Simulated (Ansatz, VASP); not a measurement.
**One calculation of WSe2, two programs**

The input INCAR:

```
SYSTEM = WSe2
PREC = Accurate ; ENCUT = 520
EDIFF = 1E-6 ; ISMEAR = 0
SIGMA = 0.05 ; LREAL = .False.
LASPH = .True. ; NELM = 100
ALGO = Normal ; ISIF = 2
LWAVE = .False. ; LCHARG = .True.
GGA = PS ; LELF = .True.
LVHAR = .True. ; NBANDS = 35
```

KPOINTS

```
regular mesh
0
Gamma
  9 9 2
  0 0 0
```

The input POSCAR:

```
WSe2
1.0
   -3.2711504052      0.0000000000      0.0000000000
   -1.6355752026     -2.8328993505      0.0000000000
   -0.9813451216      0.0000000000     13.2206689562
W Se
2 4
Direct
    0.1643433333      0.3333333333      0.5633000000
    0.6476766667      0.6666666667      0.0633000000
    0.0523274790      0.3333333333      0.9366861811
    0.5356608123      0.6666666667      0.4366861811
    0.2763591877      0.3333333333      0.1899138189
    0.4596925210      0.6666666667      0.6899138189
```

Input for Ansatz:

```yaml
crystal:
  lattice:
    - [-3.2711504052, 0.0, 0.0]
    - [-1.6355752026, -2.8328993505, 0.0]
    - [-0.9813451216, 0.0, 13.2206689562]
  atoms:
    - { symbol: W, position: [0.1643433333, 0.3333333333, 0.5633] }
    - { symbol: W, position: [0.6476766667, 0.6666666667, 0.0633] }
    - { symbol: Se, position: [0.052327479, 0.3333333333, 0.9366861811] }
    - { symbol: Se, position: [0.5356608123, 0.6666666667, 0.4366861811] }
    - { symbol: Se, position: [0.2763591877, 0.3333333333, 0.1899138189] }
    - { symbol: Se, position: [0.459692521, 0.6666666667, 0.6899138189] }
basis:
  ecutwfc: 420
kpoints:
  mp_grid: { grid: [9, 9, 2] }
hamiltonian:
  xc: pbesol
scf:
  occupations: { method: gaussian, width: 0.05 }
output:
  forces: true
  stress: true
  eigenvalues: true
```

Alike in both runs: task single point; functional PBEsol; k mesh 9 × 9 × 2; occupations gaussian, width 0.05 eV; no spin polarisation.

```csv
,VASP,Ansatz
version,VASP 6.6.1,Ansatz 0.2.0
potentials or method,"VASP PAW PBE potentials, release 64 (W_sv, Se), cutoff 520 eV","scalar-relativistic, plane waves, PAW"
valence electrons in the cell,52,92
```

```tsv
	VASP	Ansatz	Ansatz less VASP
gap on the k mesh at the Fermi level (eV)	0.09	0.09	0.000
least direct gap on the mesh (eV)	0.66	0.66	+0.001
pressure (GPa)	10.9	10.4	-0.49
traceless stress, the component that is largest in VASP (GPa)	-12.88	-12.78	+0.102
rms of the force components (eV/Å)	3.809	3.773	-0.0366
```

VASP's potentials were made for PBE, not for PBEsol. Atom by atom the forces differ by 0.045 eV/Å (rms over components). The functional is the same, so the differences come from potentials, cutoffs and numerics. VASP's potentials hold 52 valence electrons a cell and Ansatz's 92, so a difference there can come from the potentials and not from the codes.

Neither program's run includes spin-orbit coupling.
